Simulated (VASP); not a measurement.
# Hg (P6_3/mmc) in VASP: further runs

The runs below take Hg through single point, with PBE+D3(BJ).

All numbers are computed with VASP 6.6.1; they aren't measurements. Logs are shortened: lines on timing, memory, paths and dates and some standing lists are left out, and cuts for length are marked.

### Step 1. The cell of the first run

The structure is hexagonal, space group P6_3/mmc (No. 194). Conventional cell: a = 3.529 Å, b = 3.529 Å, c = 4.761 Å, α = 90.00°, β = 90.00°, γ = 120.00°. Hg (site symmetry -6m2) has 12 Hg at 3.13 to 3.53 Å within 4.1 Å.

### Step 2. Single point, PBE+D3(BJ)

Contents of INCAR:

```
SYSTEM = Hg
  ALGO = Fast
  EDIFF = 1E-6
  ENCUT = 520
  GGA = PE
  ISIF = 2
  ISMEAR = 0
  IVDW = 12
  LASPH = .True.
  LCHARG = .False.
  LREAL = .False.
  LWAVE = .False.
  NBANDS = 19
  NELM = 80
  PREC = Accurate
  SIGMA = 0.15
```

Contents of KPOINTS:

```
k-points
0
Gamma
  24 24 12
  0 0 0
```

Contents of POSCAR:

```
Hg
1.0
    3.5287077866      0.0000000000      0.0000000000
   -1.7643538933      3.0559505858      0.0000000000
    0.0000000000      0.0000000000      4.7611263368
Hg
2
Direct
    0.6666666667      0.3333333333      0.7500000000
    0.3333333333      0.6666666667      0.2500000000
```

Potentials or basis: VASP PAW PBE potentials, release 64 (Hg).

Command:

```sh
$ cat potpaw_PBE.64/Hg/POTCAR > POTCAR
$ mpirun -np 1 vasp_std > vasp.out
```

OUTCAR:

```text
SYSTEM = Hg
   EDIFF = 1E-6
   ENCUT = 520
   GGA = PE
   ISIF = 2
   ISMEAR = 0
   IVDW = 12
   LASPH = .True.
   LREAL = .False.
   NELM = 80
   PREC = Accurate
 IVDW          = 12

 ion  position               nearest neighbor table
   1  0.667  0.333  0.750-   2 3.13   2 3.13   2 3.13   2 3.13   2 3.13   2 3.13
   2  0.333  0.667  0.250-   1 3.13   1 3.13   1 3.13   1 3.13   1 3.13   1 3.13

  LATTYP: Found a hexagonal cell.
 ALAT       =     3.5287077866
 C/A-ratio  =     1.3492549184

  Lattice vectors:

 A1 = (   3.5287077866,   0.0000000000,   0.0000000000)
 A2 = (  -1.7643538933,   3.0559505858,   0.0000000000)
 A3 = (   0.0000000000,   0.0000000000,   4.7611263368)

Analysis of symmetry for initial positions (statically):
=====================================================================
 Subroutine PRICEL returns:
 Original cell was already a primitive cell.

 Routine SETGRP: Setting up the symmetry group for a
 hexagonal supercell.

 Subroutine GETGRP returns: Found 24 space group operations
 (whereof 12 operations were pure point group operations)
 out of a pool of 24 trial point group operations.

The static configuration has the point symmetry D_3d.
 The point group associated with its full space group is D_6h.

Analysis of symmetry for dynamics (positions and initial velocities):
=====================================================================
 Subroutine PRICEL returns:
 Original cell was already a primitive cell.

 Routine SETGRP: Setting up the symmetry group for a
 hexagonal supercell.

 Subroutine GETGRP returns: Found 24 space group operations
 (whereof 12 operations were pure point group operations)
 out of a pool of 24 trial point group operations.

The dynamic configuration has the point symmetry D_3d.
 The point group associated with its full space group is D_6h.

 Subroutine INISYM returns: Found 24 space group operations
 (whereof 12 operations are pure point group operations),
 and found     1 'primitive' translations

----------------------------------------------------------------------------------------

                                     Primitive cell

  volume of cell :      51.3419

  direct lattice vectors                    reciprocal lattice vectors
     3.528707787  0.000000000  0.000000000     0.283389858  0.163615211  0.000000000
    -1.764353893  3.055950586  0.000000000     0.000000000  0.327230422  0.000000000
     0.000000000  0.000000000  4.761126337     0.000000000  0.000000000  0.210034334

  length of vectors
     3.528707787  3.528707787  4.761126337     0.327230422  0.327230422  0.210034334

  position of ions in fractional coordinates (direct lattice)
     0.666666667  0.333333333  0.750000000
     0.333333333  0.666666667  0.250000000

  ion indices of the primitive-cell ions
   primitive index   ion index
                 1           1
                 2           2

----------------------------------------------------------------------------------------

 KPOINTS: k-points

Automatic generation of k-mesh.
 Grid dimensions read from file:
 generate k-points for:   24   24   12

 Generating k-lattice:

  Cartesian coordinates                     Fractional coordinates (reciprocal lattice)
     0.011807911  0.006817300  0.000000000     0.041666667 -0.000000000  0.000000000
     0.000000000  0.013634601  0.000000000     0.000000000  0.041666667  0.000000000
     0.000000000  0.000000000  0.017502861     0.000000000  0.000000000  0.083333333

  Length of vectors
     0.013634601  0.013634601  0.017502861

  Shift w.r.t. Gamma in fractional coordinates (k-lattice)
     0.000000000  0.000000000  0.000000000

 Subroutine IBZKPT returns following result:
 ===========================================

 Found    427 irreducible k-points:

 Following reciprocal coordinates:
            Coordinates               Weight
  0.000000  0.000000  0.000000      1.000000
  0.041667  0.000000  0.000000      6.000000
  0.083333  0.000000  0.000000      6.000000
  0.125000  0.000000  0.000000      6.000000
  0.166667  0.000000  0.000000      6.000000
  0.208333  0.000000  0.000000      6.000000
[... 16 lines left out ...]
  0.416667  0.041667  0.000000     12.000000
  0.458333  0.041667  0.000000     12.000000
 [... further k-points ...]
   k-points           NKPTS =    427   k-points in BZ     NKDIM =    427   number of bands    NBANDS=     19
   number of dos      NEDOS =    301   number of ions     NIONS =      2
   total plane-waves  NPLWV =  28224
   dimension x,y,z NGX =    28 NGY =   28 NGZ =   36
   dimension x,y,z NGXF=    56 NGYF=   56 NGZF=   72
   ions per type =               2
   NGX,Y,Z   is equivalent  to a cutoff of  13.19, 13.19, 12.57 a.u.
   NGXF,Y,Z  is equivalent  to a cutoff of  26.38, 26.38, 25.14 a.u.
 SYSTEM =  Hg
   PREC   = accura    normal or accurate (medium, high low for compatibility)
   ISTART =      0    job   : 0-new  1-cont  2-samecut
   ICHARG =      2    charge: 1-file 2-atom 10-const
   ISPIN  =      1    spin polarized calculation?
   LNONCOLLINEAR =      F non collinear calculations
   LSORBIT =      F    spin-orbit coupling
   LASPH  =      T    aspherical Exc in radial PAW
   ENCUT  =  520.0 eV  38.22 Ry    6.18 a.u.   6.56  6.56  8.85*2*pi/ulx,y,z
   NELM   =     80;   NELMIN=  2; NELMDL= -5     # of ELM steps
   EDIFF  = 0.1E-05   stopping-criterion for ELM
   LREAL  =      F    real-space projection
   EDIFFG = 0.1E-04   stopping-criterion for IOM
   NSW    =      0    number of steps for IOM
   IBRION =     -1    ionic relax: 0-MD 1-quasi-New 2-CG
   NFREE  =      0    steps in history (QN), initial steepest desc. (CG)
   ISIF   =      2    stress and relaxation
   ISYM   =      2    0-nonsym 1-usesym 2-fastsym
   POTIM  = 0.5000    time-step for ionic-motion
   TEBEG  =    0.0;   TEEND  =   0.0 temperature during run
   PSTRESS=    0.0 pullay stress
   NELECT =      24.0000    total number of electrons
   NUPDOWN=      -1.0000    fix difference up-down
   EMIN   =  10.00;   EMAX   =-10.00  energy-range for DOS
   EFERMI =   0.00;   METHOD = LEGACY
   ISMEAR =     0;   SIGMA  =   0.15  broadening in eV -4-tet -1-fermi 0-gaus
   EFERMI_NEDOS =   21; number of points for ismear=-14 and -15
   IALGO  =     68    algorithm
   IMIX   =      4    mixing-type and parameters
     AMIX     =   0.40;   BMIX     =  1.00
     AMIX_MAG =   1.60;   BMIX_MAG =  1.00
  volume/ion in A,a.u.               =      25.67       173.24
  Fermi-wavevector in a.u.,A,eV,Ry     =   1.270539  2.400971 21.963468  1.614269
  Thomas-Fermi vector in A             =   2.403521
   LORBIT       =      0    0 simple, 1 ext, 2 COOP (PROOUT), +10 PAW based schemes
   GGA     = PE    functional components
   LHFCALC =     F    Hartree Fock is set to
   AEXX    =    0.0000 exact exchange contribution
   IVDW    =    12    specifies the selected vdW correction
   LEPSILON=     F    determine dielectric tensor
   LRPA    =     F    only Hartree local field effects (RPA)
 non-spin polarized calculation
 RMM-DIIS sequential band-by-band and
 Gauss-broadening in eV      SIGMA  =   0.15
  energy-cutoff  :      520.00
  volume of cell :       51.34
 maximum number of plane-waves:      1416
 NGX is ok and might be reduce to    28

 number of electron      24.0000001 magnetization

 Free energy of the ion-electron system (eV)
  ---------------------------------------------------
  ext. energy  EPLUGINS =         0.00000000
  ---------------------------------------------------
  free energy    TOTEN  =        -0.28475187 eV

  energy without entropy =       -0.27871815  energy(sigma->0) =       -0.28173501

 E-fermi :   2.1288     XC(G=0): -10.3803

 val. band max:        2.1255983960   @ k =   0.2917   0.0417   0.0833
 cond. band min:       2.1381035196   @ k =   0.3750   0.1667   0.4167
 fundamental gap:      0.0125051236
 Fermi energy:         2.1287920266

 k-point     1 :       0.0000    0.0000    0.0000
  band No.  band energies     occupation
      1      -6.3409      2.00000
      2      -5.4181      2.00000
      3      -4.7063      2.00000
      4      -4.7063      2.00000
      5      -4.6096      2.00000
      6      -4.6096      2.00000
[... 11 lines left out ...]
     18      14.2769      0.00000
     19      14.7349      0.00000

 k-point     2 :       0.0417    0.0000    0.0000
  band No.  band energies     occupation
      1      -6.3110      2.00000
      2      -5.4081      2.00000
      3      -4.7138      2.00000
      4      -4.7117      2.00000
      5      -4.6228      2.00000
      6      -4.5992      2.00000
[... 11 lines left out ...]
     18      14.7146      0.00000
     19      15.0305      0.00000

 k-point     3 :       0.0833    0.0000    0.0000
  band No.  band energies     occupation
      1      -6.2226      2.00000
      2      -5.3800      2.00000
      3      -4.7355      2.00000
      4      -4.7282      2.00000
      5      -4.6555      2.00000
      6      -4.5686      2.00000
[... 11 lines left out ...]
     18      15.1455      0.00000
     19      15.6611      0.00000

 k-point     4 :       0.1250    0.0000    0.0000
  band No.  band energies     occupation
      1      -6.0810      2.00000
      2      -5.3399      2.00000
      3      -4.7687      2.00000
      4      -4.7567      2.00000
      5      -4.6931      2.00000
      6      -4.5196      2.00000
[... 407 lines left out ...]
     18      12.7498      0.00000
     19      14.0391      0.00000

 k-point    23 :       0.4167    0.0417    0.0000
  band No.  band energies     occupation
      1      -5.3882      2.00000
      2      -5.2437      2.00000
      3      -5.2020      2.00000
      4      -5.0233      2.00000
      5      -4.2054      2.00000
      6      -4.1661      2.00000
[... 11 lines left out ...]
     18      12.6737      0.00000
     19      13.8629      0.00000

 k-point    24 :       0.4583    0.0417    0.0000
  band No.  band energies     occupation
      1      -5.4008      2.00000
      2      -5.2414      2.00000
      3      -5.2214      2.00000
      4      -5.0335      2.00000
      5      -4.2125      2.00000
      6      -4.1131      2.00000
[... 11 lines left out ...]
     18      12.6376      0.00000
     19      13.7727      0.00000

 [... further k-points ...]

------------------------ aborting loop because EDIFF is reached ----------------------------------------

 Edisp (eV)   -0.81691

 E8    (eV) :    -0.3709

  FORCE on cell =-STRESS in cart. coord.  units (eV):
  Direction    XX          YY          ZZ          XY          YZ          ZX
  --------------------------------------------------------------------------------------
  -------------------------------------------------------------------------------------
  Total       0.01336     0.01336     0.08790     0.00000    -0.00000     0.00000
  in kB       0.41688     0.41688     2.74293     0.00000    -0.00000     0.00000
  external pressure =        1.19 kB  Pullay stress =        0.00 kB

 VOLUME and BASIS-vectors are now :
 -----------------------------------------------------------------------------
  energy-cutoff  :      520.00
  volume of cell :       51.34
      direct lattice vectors                 reciprocal lattice vectors
     3.528707787  0.000000000  0.000000000     0.283389858  0.163615211  0.000000000
    -1.764353893  3.055950586  0.000000000     0.000000000  0.327230422  0.000000000
     0.000000000  0.000000000  4.761126337     0.000000000  0.000000000  0.210034334

 POSITION                                       TOTAL-FORCE (eV/Angst)
 -----------------------------------------------------------------------------------
      1.76435      1.01865      3.57084         0.000000      0.000000      0.000000
     -0.00000      2.03730      1.19028        -0.000000      0.000000     -0.000000
 -----------------------------------------------------------------------------------
    total drift:                               -0.000000      0.000000     -0.000000

  FREE ENERGIE OF THE ION-ELECTRON SYSTEM (eV)
  ---------------------------------------------------
  free  energy   TOTEN  =        -1.1016645617 eV

  energy  without entropy=       -1.0956308346  energy(sigma->0) =       -1.09864770
```

It took 5.3 min on 1 thread of Intel Xeon Platinum 8259CL at 2.50GHz (Skylake/Cascade Lake), shared host; peak memory 0.44 GiB.

Results:

```yaml
Free_energy: -1.1017 eV
Pressure: 0.1 GPa
Band_gap_on_the_k_mesh: zero (bands 12 and 13 overlap by 1.33 eV)
Dispersion_energy_per_atom: -0.408 eV
```

Stress tensor (GPa, compression positive):
```
0.04 0.00 0.00
0.00 0.04 0.00
0.00 0.00 0.27
```

Caveat: spin-orbit coupling is left out, which moves the levels of the heavy elements.

### Step 3. Single point, PBE+D3(BJ)

This run uses another cell than the first one, of the same volume but with other edges.

Contents of INCAR:

```
SYSTEM = Hg
PREC = Accurate
ENCUT = 520
EDIFF = 1E-6
ISMEAR = 0
SIGMA = 0.15
LREAL = .False.
LASPH = .True.
NELM = 60
ALGO = Fast
ISIF = 2
LWAVE = .False.
LCHARG = .False.
GGA = PE
IVDW = 12
NBANDS = 19
```

Contents of KPOINTS:

```
regular mesh
0
Gamma
  24 24 12
  0 0 0
```

Contents of POSCAR:

```
Hg
1.0
    3.1455379004      0.0000000000      0.0000000000
   -1.5727689502      2.7241157304      0.0000000000
    0.0000000000      0.0000000000      5.9917164470
Hg
2
Direct
    0.6666666667      0.3333333333      0.7500000000
    0.3333333333      0.6666666667      0.2500000000
```

Potentials or basis: VASP PAW PBE potentials, release 64 (Hg).

Command:

```sh
$ cat potpaw_PBE.64/Hg/POTCAR > POTCAR
$ mpirun -np 1 vasp_std > vasp.out
```

Wall time 4.7 min (1 thread of Intel Xeon Platinum 8259CL at 2.50GHz (Skylake/Cascade Lake), shared host); peak memory 0.44 GiB.

It converged, with:

| Item | Value |
| --- | --- |
| Free energy | -1.0557 eV |
| Pressure | 0.1 GPa |
| Band gap on the k mesh | zero (bands 12 and 13 overlap by 1.86 eV) |
| Dispersion energy per atom | -0.408 eV |

Stress tensor (GPa, compression positive):
```
 0.99  0.00  0.00
 0.00  0.99  0.00
 0.00  0.00 -1.74
```

Levels at points of the mesh, in eV from the Fermi level:
```
           k point  band 8  band 9  band 10  band 11  band 12  band 13  band 14  band 15  band 16  band 17
(0.00, 0.00, 0.00)   -6.03   -6.03    -5.75    -5.75    -3.08    -1.64    10.03    14.02    14.22    14.22
(0.50, 0.00, 0.00)   -5.79   -5.42    -5.39    -1.54    -1.39     1.76     1.98     3.90     6.52     8.41
(0.00, 0.00, 0.50)   -6.22   -5.87    -5.87    -5.87    -5.87     3.97     3.97    14.36    14.36    14.99
(0.50, 0.00, 0.50)   -5.79   -5.41    -5.41    -0.70    -0.70    -0.11    -0.11     7.84     7.84     9.90
```

Caveat: spin-orbit coupling is left out, which moves the levels of the heavy elements.

(Continued in part 2 of 2.)

The gap in the log of VASP goes by the Fermi energy; the results here count the filled bands.